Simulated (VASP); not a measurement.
# SiW2 (P6/mmm) in VASP: a series of runs, part 2 of 2

VASP 6.6.1. The steps go on from the part before.

## 5. Single point, PBE

This run uses another cell than the first one, of 17.05 Å³/atom.

Input file INCAR:

```
PREC = Accurate
ENCUT = 520
EDIFF = 1E-6
ISMEAR = 0
SIGMA = 0.1
LREAL = F
LASPH = T
NELM = 60
ALGO = Fast
ISIF = 2
LWAVE = F
LCHARG = T
GGA = PE
LELF = T
LVHAR = T
NBANDS = 23
```

Input file KPOINTS:

```
Automatic mesh
0
Gamma
  18 18 6
```

Input file POSCAR:

```
SiW2
1.0
    2.7786783679      0.0000000000      0.0000000000
   -1.3893391839      2.4064060555      0.0000000000
    0.0000000000      0.0000000000      7.6512233697
Si W
1 2
Direct
    0.0000000000      0.0000000000      0.0000000000
    0.0000000000      0.0000000000      0.6695496917
    0.0000000000      0.0000000000      0.3304503083
```

Potentials or basis: VASP PAW PBE potentials, release 64 (Si, W_sv).

On the command line:

```
cat potpaw_PBE.64/Si/POTCAR potpaw_PBE.64/W_sv/POTCAR > POTCAR
mpirun -np 1 vasp_std > vasp.out
```

OUTCAR:

```text
PREC = Accurate
   ENCUT = 520
   EDIFF = 1E-6
   ISMEAR = 0
   LREAL = F
   LASPH = T
   NELM = 60
   ISIF = 2
   GGA = PE

 ion  position               nearest neighbor table
   1  0.000  0.000  0.000-   2 2.53   3 2.53
   2  0.000  0.000  0.670-   1 2.53   3 2.59
   3  0.000  0.000  0.330-   1 2.53   2 2.59

  LATTYP: Found a hexagonal cell.
 ALAT       =     2.7786783679
 C/A-ratio  =     2.7535476787

  Lattice vectors:

 A1 = (   2.7786783679,   0.0000000000,   0.0000000000)
 A2 = (  -1.3893391839,   2.4064060555,   0.0000000000)
 A3 = (   0.0000000000,   0.0000000000,   7.6512233697)

Analysis of symmetry for initial positions (statically):
=====================================================================
 Subroutine PRICEL returns:
 Original cell was already a primitive cell.

 Routine SETGRP: Setting up the symmetry group for a
 hexagonal supercell.

 Subroutine GETGRP returns: Found 24 space group operations
 (whereof 24 operations were pure point group operations)
 out of a pool of 24 trial point group operations.

The static configuration has the point symmetry D_6h.

Analysis of symmetry for dynamics (positions and initial velocities):
=====================================================================
 Subroutine PRICEL returns:
 Original cell was already a primitive cell.

 Routine SETGRP: Setting up the symmetry group for a
 hexagonal supercell.

 Subroutine GETGRP returns: Found 24 space group operations
 (whereof 24 operations were pure point group operations)
 out of a pool of 24 trial point group operations.

The dynamic configuration has the point symmetry D_6h.

 Subroutine INISYM returns: Found 24 space group operations
 (whereof 24 operations are pure point group operations),
 and found     1 'primitive' translations

----------------------------------------------------------------------------------------

                                     Primitive cell

  volume of cell :      51.1609

  direct lattice vectors                    reciprocal lattice vectors
     2.778678368  0.000000000  0.000000000     0.359883321  0.207778732  0.000000000
    -1.389339184  2.406406056  0.000000000     0.000000000  0.415557465  0.000000000
     0.000000000  0.000000000  7.651223370     0.000000000  0.000000000  0.130698053

  length of vectors
     2.778678368  2.778678368  7.651223370     0.415557465  0.415557465  0.130698053

  position of ions in fractional coordinates (direct lattice)
     0.000000000  0.000000000  0.000000000
     0.000000000  0.000000000  0.669549692
     0.000000000  0.000000000  0.330450308

  ion indices of the primitive-cell ions
   primitive index   ion index
                 1           1
                 2           2
                 3           3

----------------------------------------------------------------------------------------

 KPOINTS: Automatic mesh

Automatic generation of k-mesh.
 Grid dimensions read from file:
 generate k-points for:   18   18    6

 Generating k-lattice:

  Cartesian coordinates                     Fractional coordinates (reciprocal lattice)
     0.019993518  0.011543263  0.000000000     0.055555556  0.000000000  0.000000000
     0.000000000  0.023086526  0.000000000     0.000000000  0.055555556  0.000000000
     0.000000000  0.000000000  0.021783009     0.000000000  0.000000000  0.166666667

  Length of vectors
     0.023086526  0.023086526  0.021783009

  Shift w.r.t. Gamma in fractional coordinates (k-lattice)
     0.000000000  0.000000000  0.000000000

 Subroutine IBZKPT returns following result:
 ===========================================

 Found    148 irreducible k-points:

 Following reciprocal coordinates:
            Coordinates               Weight
  0.000000  0.000000  0.000000      1.000000
  0.055556 -0.000000  0.000000      6.000000
  0.111111 -0.000000  0.000000      6.000000
  0.166667 -0.000000  0.000000      6.000000
  0.222222  0.000000  0.000000      6.000000
  0.277778  0.000000  0.000000      6.000000
[... 16 lines left out ...]
  0.333333  0.111111  0.000000     12.000000
  0.388889  0.111111  0.000000     12.000000
 [... further k-points ...]
   k-points           NKPTS =    148   k-points in BZ     NKDIM =    148   number of bands    NBANDS=     23
   number of dos      NEDOS =    301   number of ions     NIONS =      3
   total plane-waves  NPLWV =  34560
   dimension x,y,z NGX =    24 NGY =   24 NGZ =   60
   dimension x,y,z NGXF=    48 NGYF=   48 NGZF=  120
   ions per type =               1   2
   NGX,Y,Z   is equivalent  to a cutoff of  14.36, 14.36, 13.04 a.u.
   NGXF,Y,Z  is equivalent  to a cutoff of  28.72, 28.72, 26.07 a.u.
 SYSTEM =  unknown system
   PREC   = accura    normal or accurate (medium, high low for compatibility)
   ISTART =      0    job   : 0-new  1-cont  2-samecut
   ICHARG =      2    charge: 1-file 2-atom 10-const
   ISPIN  =      1    spin polarized calculation?
   LNONCOLLINEAR =      F non collinear calculations
   LSORBIT =      F    spin-orbit coupling
   LASPH  =      T    aspherical Exc in radial PAW
   ENCUT  =  520.0 eV  38.22 Ry    6.18 a.u.   5.17  5.17 14.23*2*pi/ulx,y,z
   NELM   =     60;   NELMIN=  2; NELMDL= -5     # of ELM steps
   EDIFF  = 0.1E-05   stopping-criterion for ELM
   LREAL  =      F    real-space projection
   EDIFFG = 0.1E-04   stopping-criterion for IOM
   NSW    =      0    number of steps for IOM
   IBRION =     -1    ionic relax: 0-MD 1-quasi-New 2-CG
   NFREE  =      0    steps in history (QN), initial steepest desc. (CG)
   ISIF   =      2    stress and relaxation
   ISYM   =      2    0-nonsym 1-usesym 2-fastsym
   POTIM  = 0.5000    time-step for ionic-motion
   TEBEG  =    0.0;   TEEND  =   0.0 temperature during run
   PSTRESS=    0.0 pullay stress
   NELECT =      32.0000    total number of electrons
   NUPDOWN=      -1.0000    fix difference up-down
   EMIN   =  10.00;   EMAX   =-10.00  energy-range for DOS
   EFERMI =   0.00;   METHOD = LEGACY
   ISMEAR =     0;   SIGMA  =   0.10  broadening in eV -4-tet -1-fermi 0-gaus
   EFERMI_NEDOS =   21; number of points for ismear=-14 and -15
   IALGO  =     68    algorithm
   IMIX   =      4    mixing-type and parameters
     AMIX     =   0.40;   BMIX     =  1.00
     AMIX_MAG =   1.60;   BMIX_MAG =  1.00
  volume/ion in A,a.u.               =      17.05       115.08
  Fermi-wavevector in a.u.,A,eV,Ry     =   1.400056  2.645723 26.669560  1.960157
  Thomas-Fermi vector in A             =   2.523054
   LORBIT       =      0    0 simple, 1 ext, 2 COOP (PROOUT), +10 PAW based schemes
   GGA     = PE    functional components
   LHFCALC =     F    Hartree Fock is set to
   AEXX    =    0.0000 exact exchange contribution
   IVDW    =     0    specifies the selected vdW correction
   LEPSILON=     F    determine dielectric tensor
   LRPA    =     F    only Hartree local field effects (RPA)
 non-spin polarized calculation
 RMM-DIIS sequential band-by-band and
 Gauss-broadening in eV      SIGMA  =   0.10
  energy-cutoff  :      520.00
  volume of cell :       51.16
 maximum number of plane-waves:      1396
 NGX is ok and might be reduce to    24
   NGX = 11   NGY = 11   NGZ = 29

 number of electron      32.0000000 magnetization

 Free energy of the ion-electron system (eV)
  ---------------------------------------------------
  ext. energy  EPLUGINS =         0.00000000
  ---------------------------------------------------
  free energy    TOTEN  =       -28.25989145 eV

  energy without entropy =      -28.24982634  energy(sigma->0) =      -28.25485890

 E-fermi :   9.6073     XC(G=0): -12.2677

 val. band max:        9.6041657324   @ k =   0.2778   0.1667   0.3333
 cond. band min:       9.6119480770   @ k =   0.2778   0.1667   0.5000
 fundamental gap:      0.0077823446
 Fermi energy:         9.6072639666

 k-point     1 :       0.0000    0.0000    0.0000
  band No.  band energies     occupation
      1     -64.4489      2.00000
      2     -64.3903      2.00000
      3     -29.2051      2.00000
      4     -28.4743      2.00000
      5     -28.0500      2.00000
      6     -28.0500      2.00000
[... 15 lines left out ...]
     22      13.3070      0.00000
     23      19.0328      0.00000
[... 575 lines left out ...]
      1     -64.3499      2.00000
      2     -64.2929      2.00000
      3     -29.1015      2.00000
      4     -29.0200      2.00000
      5     -29.0033      2.00000
      6     -28.3918      2.00000
[... 15 lines left out ...]
     22      15.7261      0.00000
     23      15.9426      0.00000

 [... further k-points ...]

------------------------ aborting loop because EDIFF is reached ----------------------------------------

  FORCE on cell =-STRESS in cart. coord.  units (eV):
  Direction    XX          YY          ZZ          XY          YZ          ZX
  --------------------------------------------------------------------------------------
  -------------------------------------------------------------------------------------
  Total        0.0993663      0.0993663      0.1086439      0.0000000      0.0000000      0.0000000
  in kB        3.1117995      3.1117995      3.4023412      0.0000000      0.0000000      0.0000000
  external PRESSURE =       3.2086467 kB  Pullay stress =       0.0000000 kB

 VOLUME and BASIS-vectors are now :
 -----------------------------------------------------------------------------
  energy-cutoff  :      520.00
  volume of cell :       51.16
      direct lattice vectors                 reciprocal lattice vectors
     2.778678368  0.000000000  0.000000000     0.359883321  0.207778732  0.000000000
    -1.389339184  2.406406056  0.000000000     0.000000000  0.415557465  0.000000000
     0.000000000  0.000000000  7.651223370     0.000000000  0.000000000  0.130698053

 POSITION                                       TOTAL-FORCE (eV/Angst)
 -----------------------------------------------------------------------------------
      0.00000      0.00000      0.00000         0.000000      0.000000     -0.000000
      0.00000      0.00000      5.12287        -0.000000     -0.000000      0.028521
      0.00000      0.00000      2.52835         0.000000      0.000000     -0.028521
 -----------------------------------------------------------------------------------
    total drift:                               -0.000000      0.000000      0.000000

  FREE ENERGIE OF THE ION-ELECTRON SYSTEM (eV)
  ---------------------------------------------------
  free  energy   TOTEN  =       -28.2598914535 eV

  energy  without entropy=      -28.2498263437  energy(sigma->0) =      -28.25485890
```

OSZICAR:

```text
N       E                     dE             d eps       ncg     rms          rms(c)
DAV:   1     0.327242571502E+03    0.32724E+03   -0.18600E+04  6840   0.149E+03
DAV:   2    -0.177905065303E+02   -0.34503E+03   -0.33332E+03  7564   0.448E+02
DAV:   3    -0.291343600103E+02   -0.11344E+02   -0.10909E+02  8327   0.799E+01
DAV:   4    -0.293009684719E+02   -0.16661E+00   -0.16615E+00  7502   0.101E+01
DAV:   5    -0.293034343035E+02   -0.24658E-02   -0.24655E-02  8400   0.128E+00    0.251E+01
RMM:   6    -0.285064197005E+02    0.79701E+00   -0.15697E+00  7550   0.835E+00    0.103E+01
RMM:   7    -0.283421942646E+02    0.16423E+00   -0.72042E-01  7878   0.493E+00    0.228E+00
RMM:   8    -0.282610946593E+02    0.81100E-01   -0.17745E-01  8189   0.242E+00    0.588E-01
RMM:   9    -0.282595868382E+02    0.15078E-02   -0.30252E-02  8679   0.114E+00    0.228E-01
RMM:  10    -0.282598576809E+02   -0.27084E-03   -0.82071E-03  8879   0.512E-01    0.809E-02
RMM:  11    -0.282598873981E+02   -0.29717E-04   -0.13625E-03  8584   0.267E-01    0.323E-02
RMM:  12    -0.282598940765E+02   -0.66784E-05   -0.42676E-04  8921   0.148E-01    0.406E-02
RMM:  13    -0.282598897502E+02    0.43264E-05   -0.76491E-05  8988   0.695E-02    0.350E-03
RMM:  14    -0.282598913636E+02   -0.16135E-05   -0.15696E-05  8155   0.315E-02    0.501E-03
RMM:  15    -0.282598914535E+02   -0.89851E-07   -0.26498E-06  5737   0.142E-02
   1 F= -.28259891E+02 E0= -.28254859E+02  d E =-.100651E-01
```

Run time: 91 s. Hardware: 1 thread of Intel Xeon 6975P-C (Granite Rapids), shared host; peak memory 0.28 GiB.

Results:

```yaml
Free_energy: -28.2599 eV
Pressure: 0.3 GPa
Largest_force: 0.029 eV/Å
Band_gap_on_the_k_mesh: zero (bands 16 and 17 overlap by 2.00 eV)
```

Forces in eV/Å, atoms in the order of the input:
```
Si   0.000  0.000  0.000
W    0.000  0.000  0.029
W    0.000  0.000 -0.029
```

Levels at points of the mesh, in eV from the Fermi level:
```tsv
k point	band 13	band 14	band 15	band 16	band 17	band 18	band 19	band 20
(0.00, 0.00, 0.00)	-3.30	-0.58	-0.58	-0.10	-0.10	1.78	1.78	2.66
(0.50, 0.00, 0.00)	-3.47	-2.27	-1.38	-1.07	0.32	2.56	2.63	4.32
(0.00, 0.00, 0.50)	-2.32	-0.57	-0.57	-0.11	-0.11	1.83	1.83	1.93
(0.50, 0.00, 0.50)	-4.06	-3.28	0.08	0.42	0.45	2.16	2.39	4.07
```

Caveat: spin-orbit coupling is left out, which moves the levels of the heavy elements.

## 6. Relaxation of cell and atoms, PBE

Input file INCAR:

```
PREC = Accurate
ENCUT = 600
EDIFF = 1E-7
ISMEAR = 0
SIGMA = 0.1
LREAL = False
LASPH = True
NELM = 80
ALGO = Fast
ISIF = 3
LWAVE = False
LCHARG = False
GGA = PE
IBRION = 2
NSW = 100
EDIFFG = -0.01
```

Input file KPOINTS:

```
regular mesh
0
Gamma
  18 18 6
```

Input file POSCAR:

```
SiW2
1.0
    2.7466370316      0.0000000000      0.0000000000
   -1.3733185158      2.3786574444      0.0000000000
    0.0000000000      0.0000000000      7.8570014036
Si W
1 2
Direct
    0.0000000000      0.0000000000      0.0000000000
    0.0000000000      0.0000000000      0.6664893294
    0.0000000000      0.0000000000      0.3335106706
```

Potentials or basis: VASP PAW PBE potentials, release 64 (Si, W_sv).

On the command line:

```
cat potpaw_PBE.64/Si/POTCAR potpaw_PBE.64/W_sv/POTCAR > POTCAR
mpirun -np 1 vasp_std > vasp.out
```

Wall time 6.7 min (1 thread of Intel Xeon 6975P-C (Granite Rapids), shared host); peak memory 0.32 GiB.

It converged, with:

* Free energy: -28.2603 eV
* Relaxed volume: 17.08 Å³/atom
* Relaxed cell: a = 2.780 Å, b = 2.780 Å, c = 7.657 Å, α = 90.00°, β = 90.00°, γ = 120.00°
* Space group after relaxing (to 0.1 Å): P6/mmm (No. 191)
* Energy gained by relaxing: 14.0 meV/atom
* Ionic steps: 7
* Pressure after relaxing: 0.0 GPa
* Largest force after relaxing: 0.005 eV/Å
* Band gap on the k mesh: zero (bands 16 and 17 overlap by 1.99 eV)

Forces on the atoms (eV/Å):
```
Si   0.000  0.000  0.000
W    0.000  0.000  0.005
W    0.000  0.000 -0.005
```

Stress tensor (GPa, compression positive):
```
 0.07  0.00  0.00
 0.00  0.07  0.00
 0.00  0.00 -0.03
```

The path:
```tsv
step	energy change (eV)	largest force (eV/Å)	pressure (GPa)	volume (Å³)
1	0.0000	0.2627	0.45	51.33
2	-0.0378	0.2047	-1.23	51.66
3	-0.0378	0.2037	-1.25	51.67
4	-0.0379	0.0484	1.98	50.74
5	-0.0409	0.1280	0.35	51.19
6	-0.0417	0.0461	-0.09	51.26
7	-0.0419	0.0048	0.04	51.24
```

Final structure:
```xyz
3
Lattice="2.7798 0.0000 0.0000 -1.3899 2.4074 0.0000 0.0000 0.0000 7.6565" Properties=species:S:1:pos:R:3 pbc="T T T"
Si    0.0000    0.0000    0.0000
W    -1.3899    2.4074    5.1273
W     0.0000    0.0000    2.5292
```

Levels at points of the mesh, in eV from the Fermi level:
```csv
k point,band 12,band 13,band 14,band 15,band 16,band 17,band 18,band 19,band 20
"(0.00, 0.00, 0.00)",-4.11,-3.30,-0.57,-0.57,-0.11,-0.11,1.79,1.79,2.66
"(0.50, 0.00, 0.00)",-4.30,-3.47,-2.27,-1.38,-1.06,0.33,2.55,2.63,4.31
"(0.00, 0.00, 0.50)",-4.84,-2.32,-0.57,-0.57,-0.11,-0.11,1.83,1.83,1.93
"(0.50, 0.00, 0.50)",-4.72,-4.06,-3.27,0.08,0.42,0.45,2.15,2.38,4.05
```

Caveat: spin-orbit coupling is left out, which moves the levels of the heavy elements.

## 7. Overview

```tsv
task	cell	k mesh	cutoff (eV)	gap on the mesh (eV)	pressure (GPa)	relaxed volume (Å³/atom)	largest force (eV/Å)
single point	a = 2.747, b = 2.747, c = 7.857 Å, angles 90.0, 90.0, 120.0°, 3 atoms, atomic positions A	6 × 6 × 4	520	none	0.3	-	0.01
single point	a = 3.081, b = 3.081, c = 6.415 Å, angles 90.0, 90.0, 120.0°, 3 atoms, atomic positions B	6 × 6 × 4	520	none	38.7	-	15.01
relaxation of cell and atoms	relaxed from a = 3.081, b = 3.081, c = 6.415 Å, angles 90.0, 90.0, 120.0°, 3 atoms, atomic positions B	6 × 6 × 4	600	none	0.1	17.14	0.01
single point	a = 2.779, b = 2.779, c = 7.651 Å, angles 90.0, 90.0, 120.0°, 3 atoms, atomic positions C	18 × 18 × 6	520	none	0.3	-	0.03
relaxation of cell and atoms	relaxed from a = 2.747, b = 2.747, c = 7.857 Å, angles 90.0, 90.0, 120.0°, 3 atoms, atomic positions A	18 × 18 × 6	600	none	0.0	17.08	-
```

Alike in all rows: level PBE; potentials or basis VASP PAW PBE potentials, release 64 (Si, W_sv); no spin polarisation; smearing gaussian 0.1 eV.

Caveats: some runs use coarse meshes; spin-orbit coupling is left out, which moves the levels of the heavy elements; forces of over 1 eV/Å act on the atoms, so gaps and moduli don't describe the material at rest (at least some runs); a cell axis changed by over 15 % at a fixed basis, so the end point is rough (at least some runs).

Absolute energies hang on the potentials; compare differences alone.

The gap in the log of VASP goes by the Fermi energy; the results here count the filled bands.